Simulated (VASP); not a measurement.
# Nb (Fm-3m) in VASP: further runs, part 2 of 2

VASP 6.6.1.

### 4 Single point, PBE

This run uses another cell than the first one, of 19.51 Å³/atom, 1.020 times its volume.

INCAR reads:

```
PREC = Accurate ; ENCUT = 520
EDIFF = 1E-6 ; ISMEAR = -1
SIGMA = 0.06122561905347299 ; LREAL = F
LASPH = T ; NELM = 80
ALGO = Normal ; ISIF = 2
LWAVE = F ; LCHARG = F
GGA = PE ; NBANDS = 12
```

KPOINTS reads:

```
Automatic mesh
0
Gamma
  15 15 15
```

POSCAR reads:

```
Nb
1.0
    0.0000000000      2.1368487698      2.1368487698
    2.1368487698      0.0000000000      2.1368487698
    2.1368487698      2.1368487698      0.0000000000
Nb
1
Direct
    0.0000000000      0.0000000000      0.0000000000
```

Potentials or basis: VASP PAW PBE potentials, release 64 (Nb_sv).

Started as:

```console
$ cat potpaw_PBE.64/Nb_sv/POTCAR > POTCAR
$ mpirun -np 1 vasp_std > vasp.out
```

OUTCAR:

```text
PREC = Accurate
   ENCUT = 520
   EDIFF = 1E-6
   ISMEAR = -1
   LREAL = F
   LASPH = T
   NELM = 80
   ISIF = 2
   GGA = PE

 ion  position               nearest neighbor table
   1  0.000  0.000  0.000-

  LATTYP: Found a face centered cubic cell.
 ALAT       =     4.2736975396

  Lattice vectors:

 A1 = (   0.0000000000,   2.1368487698,   2.1368487698)
 A2 = (   2.1368487698,   0.0000000000,   2.1368487698)
 A3 = (   2.1368487698,   2.1368487698,   0.0000000000)

Analysis of symmetry for initial positions (statically):
=====================================================================
 Subroutine PRICEL returns:
 Original cell was already a primitive cell.

 Routine SETGRP: Setting up the symmetry group for a
 face centered cubic supercell.

 Subroutine GETGRP returns: Found 48 space group operations
 (whereof 48 operations were pure point group operations)
 out of a pool of 48 trial point group operations.

The static configuration has the point symmetry O_h .

Analysis of symmetry for dynamics (positions and initial velocities):
=====================================================================
 Subroutine PRICEL returns:
 Original cell was already a primitive cell.

 Routine SETGRP: Setting up the symmetry group for a
 face centered cubic supercell.

 Subroutine GETGRP returns: Found 48 space group operations
 (whereof 48 operations were pure point group operations)
 out of a pool of 48 trial point group operations.

The dynamic configuration has the point symmetry O_h .

 Subroutine INISYM returns: Found 48 space group operations
 (whereof 48 operations are pure point group operations),
 and found     1 'primitive' translations

----------------------------------------------------------------------------------------

                                     Primitive cell

  volume of cell :      19.5142

  direct lattice vectors                    reciprocal lattice vectors
     0.000000000  2.136848770  2.136848770    -0.233989418  0.233989418  0.233989418
     2.136848770  0.000000000  2.136848770     0.233989418 -0.233989418  0.233989418
     2.136848770  2.136848770  0.000000000     0.233989418  0.233989418 -0.233989418

  length of vectors
     3.021960511  3.021960511  3.021960511     0.405281560  0.405281560  0.405281560

  position of ions in fractional coordinates (direct lattice)
     0.000000000  0.000000000  0.000000000

  ion indices of the primitive-cell ions
   primitive index   ion index
                 1           1

----------------------------------------------------------------------------------------

 KPOINTS: Automatic mesh

Automatic generation of k-mesh.
 Grid dimensions read from file:
 generate k-points for:   15   15   15

 Generating k-lattice:

  Cartesian coordinates                     Fractional coordinates (reciprocal lattice)
    -0.015599295  0.015599295  0.015599295     0.066666667  0.000000000  0.000000000
     0.015599295 -0.015599295  0.015599295     0.000000000  0.066666667  0.000000000
     0.015599295  0.015599295 -0.015599295     0.000000000  0.000000000  0.066666667

  Length of vectors
     0.027018771  0.027018771  0.027018771

  Shift w.r.t. Gamma in fractional coordinates (k-lattice)
     0.000000000  0.000000000  0.000000000

 Subroutine IBZKPT returns following result:
 ===========================================

 Found    120 irreducible k-points:

 Following reciprocal coordinates:
            Coordinates               Weight
  0.000000  0.000000  0.000000      1.000000
  0.066667  0.000000  0.000000      8.000000
  0.133333  0.000000  0.000000      8.000000
  0.200000  0.000000  0.000000      8.000000
  0.266667  0.000000  0.000000      8.000000
  0.333333  0.000000  0.000000      8.000000
[... 16 lines left out ...]
  0.133333  0.133333  0.000000      6.000000
  0.200000  0.133333  0.000000     24.000000
 [... further k-points ...]
   k-points           NKPTS =    120   k-points in BZ     NKDIM =    120   number of bands    NBANDS=     12
   number of dos      NEDOS =    301   number of ions     NIONS =      1
   total plane-waves  NPLWV =  13824
   dimension x,y,z NGX =    24 NGY =   24 NGZ =   24
   dimension x,y,z NGXF=    48 NGYF=   48 NGZF=   48
   ions per type =               1
   NGX,Y,Z   is equivalent  to a cutoff of  13.20, 13.20, 13.20 a.u.
   NGXF,Y,Z  is equivalent  to a cutoff of  26.41, 26.41, 26.41 a.u.
 SYSTEM =  unknown system
   PREC   = accura    normal or accurate (medium, high low for compatibility)
   ISTART =      0    job   : 0-new  1-cont  2-samecut
   ICHARG =      2    charge: 1-file 2-atom 10-const
   ISPIN  =      1    spin polarized calculation?
   LNONCOLLINEAR =      F non collinear calculations
   LSORBIT =      F    spin-orbit coupling
   LASPH  =      T    aspherical Exc in radial PAW
   ENCUT  =  520.0 eV  38.22 Ry    6.18 a.u.   5.62  5.62  5.62*2*pi/ulx,y,z
   NELM   =     80;   NELMIN=  2; NELMDL= -5     # of ELM steps
   EDIFF  = 0.1E-05   stopping-criterion for ELM
   LREAL  =      F    real-space projection
   EDIFFG = 0.1E-04   stopping-criterion for IOM
   NSW    =      0    number of steps for IOM
   IBRION =     -1    ionic relax: 0-MD 1-quasi-New 2-CG
   NFREE  =      0    steps in history (QN), initial steepest desc. (CG)
   ISIF   =      2    stress and relaxation
   ISYM   =      2    0-nonsym 1-usesym 2-fastsym
   POTIM  = 0.5000    time-step for ionic-motion
   TEBEG  =    0.0;   TEEND  =   0.0 temperature during run
   PSTRESS=    0.0 pullay stress
   NELECT =      13.0000    total number of electrons
   NUPDOWN=      -1.0000    fix difference up-down
   EMIN   =  10.00;   EMAX   =-10.00  energy-range for DOS
   EFERMI =   0.00;   METHOD = LEGACY
   ISMEAR =    -1;   SIGMA  =   0.06  broadening in eV -4-tet -1-fermi 0-gaus
   EFERMI_NEDOS =   21; number of points for ismear=-14 and -15
   IALGO  =     38    algorithm
   IMIX   =      4    mixing-type and parameters
     AMIX     =   0.40;   BMIX     =  1.00
     AMIX_MAG =   1.60;   BMIX_MAG =  1.00
  volume/ion in A,a.u.               =      19.51       131.69
  Fermi-wavevector in a.u.,A,eV,Ry     =   1.429790  2.701911 27.814371  2.044299
  Thomas-Fermi vector in A             =   2.549705
   LORBIT       =      0    0 simple, 1 ext, 2 COOP (PROOUT), +10 PAW based schemes
   GGA     = PE    functional components
   LHFCALC =     F    Hartree Fock is set to
   AEXX    =    0.0000 exact exchange contribution
   IVDW    =     0    specifies the selected vdW correction
   LEPSILON=     F    determine dielectric tensor
   LRPA    =     F    only Hartree local field effects (RPA)
 non-spin polarized calculation
  energy-cutoff  :      520.00
  volume of cell :       19.51
 maximum number of plane-waves:       535
   NGX = 11   NGY = 11   NGZ = 11

 number of electron      12.9999999 magnetization

 Free energy of the ion-electron system (eV)
  ---------------------------------------------------
  ext. energy  EPLUGINS =         0.00000000
  ---------------------------------------------------
  free energy    TOTEN  =        -9.88762779 eV

  energy without entropy =       -9.86878792  energy(sigma->0) =       -9.87820785

 E-fermi :  10.4474     XC(G=0): -12.0951

 val. band max:       10.4359657787   @ k =   0.0667   0.0000   0.0000
 cond. band min:      10.4479661592   @ k =  -0.4667   0.2000   0.0000
 fundamental gap:      0.0120003804
 Fermi energy:        10.4473936134

 k-point     1 :       0.0000    0.0000    0.0000
  band No.  band energies     occupation
      1     -44.4119      2.00000
      2     -19.8664      2.00000
      3     -19.8664      2.00000
      4     -19.8664      2.00000
      5       4.3066      2.00000
      6      10.5576      0.28366
      7      10.5576      0.28365
      8      10.5576      0.28365
      9      13.0130      0.00000
     10      13.0130      0.00000
     11      22.2035      0.00000
     12      26.8136      0.00000

 k-point     2 :       0.0667    0.0000    0.0000
  band No.  band energies     occupation
      1     -44.4049      2.00000
      2     -19.9144      2.00000
      3     -19.8724      2.00000
      4     -19.8724      2.00000
      5       4.4651      2.00000
      6      10.4360      1.09306
      7      10.6301      0.09636
      8      10.6301      0.09636
      9      12.9505      0.00000
     10      12.9505      0.00000
     11      22.5189      0.00000
     12      26.1232      0.00000
[... 316 lines left out ...]
 k-point    24 :       0.2000    0.1333    0.0000
  band No.  band energies     occupation
      1     -44.3544      2.00000
      2     -20.1694      2.00000
      3     -19.9613      2.00000
      4     -19.9527      2.00000
      5       5.6063      2.00000
      6       9.4908      2.00000
      7      11.1842      0.00001
      8      11.2960      0.00000
      9      11.9551      0.00000
     10      13.4063      0.00000
     11      24.6436      0.00000
     12      25.0949      0.00000

 [... further k-points ...]
[... 5 lines left out ...]
  --------------------------------------------------------------------------------------
  -------------------------------------------------------------------------------------
  Total       -0.7656835     -0.7656835     -0.7656835     -0.0000000      0.0000000     -0.0000000
  in kB      -62.8649453    -62.8649453    -62.8649453     -0.0000000      0.0000000     -0.0000000
  external PRESSURE =     -62.8649453 kB  Pullay stress =       0.0000000 kB

 VOLUME and BASIS-vectors are now :
 -----------------------------------------------------------------------------
  energy-cutoff  :      520.00
  volume of cell :       19.51
      direct lattice vectors                 reciprocal lattice vectors
     0.000000000  2.136848770  2.136848770    -0.233989418  0.233989418  0.233989418
     2.136848770  0.000000000  2.136848770     0.233989418 -0.233989418  0.233989418
     2.136848770  2.136848770  0.000000000     0.233989418  0.233989418 -0.233989418

 POSITION                                       TOTAL-FORCE (eV/Angst)
 -----------------------------------------------------------------------------------
      0.00000      0.00000      0.00000         0.000000     -0.000000     -0.000000
 -----------------------------------------------------------------------------------
    total drift:                               -0.000000      0.000000     -0.000000

  FREE ENERGIE OF THE ION-ELECTRON SYSTEM (eV)
  ---------------------------------------------------
  free  energy   TOTEN  =        -9.8876277875 eV

  energy  without entropy=       -9.8687879192  energy(sigma->0) =       -9.87820785
```

OSZICAR:

```text
N       E                     dE             d eps       ncg     rms          rms(c)
DAV:   1     0.116382284086E+03    0.11638E+03   -0.72058E+03  2888   0.107E+03
DAV:   2    -0.543210823457E+01   -0.12181E+03   -0.11766E+03  3056   0.386E+02
DAV:   3    -0.100638514059E+02   -0.46317E+01   -0.43686E+01  4232   0.646E+01
DAV:   4    -0.103787395749E+02   -0.31489E+00   -0.31238E+00  4016   0.156E+01
DAV:   5    -0.103930612021E+02   -0.14322E-01   -0.14315E-01  4344   0.272E+00    0.632E+00
DAV:   6    -0.993860835772E+01    0.45445E+00   -0.71435E-01  4568   0.104E+01    0.221E+00
DAV:   7    -0.988351904998E+01    0.55089E-01   -0.20987E-01  4736   0.555E+00    0.101E+00
DAV:   8    -0.988758250333E+01   -0.40635E-02   -0.12680E-02  3484   0.147E+00    0.554E-02
DAV:   9    -0.988761424311E+01   -0.31740E-04   -0.93792E-04  4984   0.348E-01    0.356E-02
DAV:  10    -0.988763145423E+01   -0.17211E-04   -0.15466E-05  3456   0.543E-02    0.123E-02
DAV:  11    -0.988762786914E+01    0.35851E-05   -0.67225E-06  3748   0.426E-02    0.193E-03
DAV:  12    -0.988762778747E+01    0.81670E-07   -0.34225E-07  2176   0.670E-03
   1 F= -.98876278E+01 E0= -.98782079E+01  d E =-.188399E-01
```

Run time: 12 s. Hardware: 1 thread of Intel Xeon Platinum 8488C (Sapphire Rapids), shared host; peak memory 0.15 GiB.

Results:

* Free energy: -9.8876 eV
* Pressure: -6.3 GPa

Levels at points of the mesh, in eV from the Fermi level:
```tsv
k point	band 2	band 3	band 4	band 5	band 6	band 7	band 8	band 9	band 10	band 11
(0.00, 0.00, 0.00)	-30.31	-30.31	-30.31	-6.14	0.11	0.11	0.11	2.57	2.57	11.76
```

### 5 Single point, PBE

This run uses another cell than the first one, of 19.89 Å³/atom, 1.039 times its volume.

INCAR reads:

```
PREC = Accurate
ENCUT = 520
EDIFF = 1E-6
ISMEAR = -1
SIGMA = 0.06122561905347299
LREAL = F
LASPH = T
NELM = 60
ALGO = Normal
ISIF = 2
LWAVE = F
LCHARG = F
GGA = PE
NBANDS = 12
```

KPOINTS reads:

```
regular mesh
0
Gamma
  15 15 15
```

POSCAR reads:

```
Nb
1.0
    0.0000000000      2.1504596385      2.1504596385
    2.1504596385      0.0000000000      2.1504596385
    2.1504596385      2.1504596385      0.0000000000
Nb
1
Direct
    0.0000000000      0.0000000000      0.0000000000
```

Started as:

```console
$ cat potpaw_PBE.64/Nb_sv/POTCAR > POTCAR
$ mpirun -np 1 vasp_std > vasp.out
```

Wall time 12 s (1 thread of Intel Xeon Platinum 8488C (Sapphire Rapids), shared host); peak memory 0.15 GiB.

Results (log left out):

| Item | Value |
| --- | --- |
| Free energy | -9.8701 eV |
| Pressure | -8.9 GPa |

Levels at points of the mesh, in eV from the Fermi level:
| k point | band 2 | band 3 | band 4 | band 5 | band 6 | band 7 | band 8 | band 9 | band 10 | band 11 |
| --- | --- | --- | --- | --- | --- | --- | --- | --- | --- | --- |
| (0.00, 0.00, 0.00) | -30.37 | -30.37 | -30.37 | -6.09 | 0.12 | 0.12 | 0.12 | 2.51 | 2.51 | 11.73 |

### 6 Overview

| cell | gap on the mesh (eV) | pressure (GPa) |
| --- | --- | --- |
| a = 3.002 Å, angles 60.0°, 1 atom | none | -3.5 |
| a = 3.022 Å, angles 60.0°, 1 atom | none | -6.3 |
| a = 3.041 Å, angles 60.0°, 1 atom | none | -8.9 |

Alike in all rows: task single point; level PBE; potentials or basis VASP PAW PBE potentials, release 64 (Nb_sv); no spin polarisation; k mesh 15 × 15 × 15; cutoff (eV) 520; smearing fermi-dirac 0.0612256 eV.

Total energies depend on the potentials used, so only differences within one code and one set of settings carry meaning.
